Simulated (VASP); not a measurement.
Input of a VASP 6.6.1 run:

Contents of INCAR:

```
PREC = Accurate
ENCUT = 600
EDIFF = 1E-8
ISMEAR = 0
SIGMA = 0.01
LREAL = False
LASPH = True
NELM = 80
ALGO = Normal
ISIF = 3
LWAVE = False
LCHARG = False
NBANDS = 11
IBRION = 6
NFREE = 2
POTIM = 0.015
NSW = 1
```

Contents of KPOINTS:

```
Automatic mesh
0
Gamma
  12 12 12
```

POSCAR

```
BN
1.0
    0.0000000000      1.6737000000      1.6737000000
    1.6737000000      0.0000000000      1.6737000000
    1.6737000000      1.6737000000      0.0000000000
B N
1 1
Direct
    0.0000000000      0.0000000000      0.0000000000
    0.2500000000      0.2500000000      0.2500000000
```

Potentials or basis: VASP PAW LDA potentials, release 64 (B, N).

The run is started by

```sh
$ cat potpaw_LDA.64/B/POTCAR potpaw_LDA.64/N/POTCAR > POTCAR
$ mpirun -np 1 vasp_std > vasp.out
```

(1) Estimate the elastic constants C11, C12, C44.

(2) What does it give for the Voigt bulk modulus?

(3) What does it give for the highest phonon frequency at Γ, LO-TO splitting left out?

## Answers

(1) 1169, 421, 700 GPa.

(2) 670 GPa.

(3) 1356 cm⁻¹.

Caveat: the cell is under stress, which shifts elastic constants.
